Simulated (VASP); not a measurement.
A run of VASP 6.6.1 is set up as follows.

File POSCAR:

```
Al
1.0
    5.0722634220      0.0000000000      0.0000000000
    0.0000000000      5.0722634220      0.0000000000
    0.0000000000      0.0000000000      5.0722634220
Al
8
Direct
    0.0000000000      0.0000000000      0.0000000000
    0.5000000000      0.5000000000      0.5000000000
    0.2500000000      0.0000000000      0.5000000000
    0.7500000000      0.0000000000      0.5000000000
    0.5000000000      0.2500000000      0.0000000000
    0.5000000000      0.7500000000      1.0000000000
    1.0000000000      0.5000000000      0.2500000000
    1.0000000000      0.5000000000      0.7500000000
```

File INCAR.step1:

```
PREC = Accurate ; ENCUT = 520
ISMEAR = -1 ; SIGMA = 0.1
LREAL = F ; LASPH = T
NELM = 60 ; NBANDS = 22
GGA = PE ; ALGO = Normal
EDIFF = 1E-4 ; LWAVE = T
LCHARG = F
```

File INCAR.step2:

```
PREC = Accurate ; ENCUT = 520
EDIFF = 1E-6 ; ISMEAR = -1
SIGMA = 0.1 ; LREAL = F
LASPH = T ; NELM = 60
ALGO = Normal ; ISIF = 2
LWAVE = F ; LCHARG = F
METAGGA = R2SCAN ; LMIXTAU = T
NBANDS = 22 ; ISTART = 1
```

Contents of KPOINTS:

```
Automatic mesh
0
Gamma
  7 7 7
```

Potentials or basis: VASP PAW PBE potentials, release 64 (Al).

The run is started by

```sh
$ cat potpaw_PBE.64/Al/POTCAR > POTCAR
$ cp INCAR.step1 INCAR
$ mpirun -np 1 vasp_std > vasp.out
$ cp INCAR.step2 INCAR
$ mpirun -np 1 vasp_std > vasp.out
```

**Question.** What does it give for the pressure?

**Answer.** -0.2 GPa.

**Question.** Estimate the band gap on the k mesh.

**Answer.** Zero (band 12 reaches 10.62 eV, above the bottom of band 13 at 7.41 eV).

Caveat: the PAW data sets were made with another functional, which shifts forces and pressure a little.
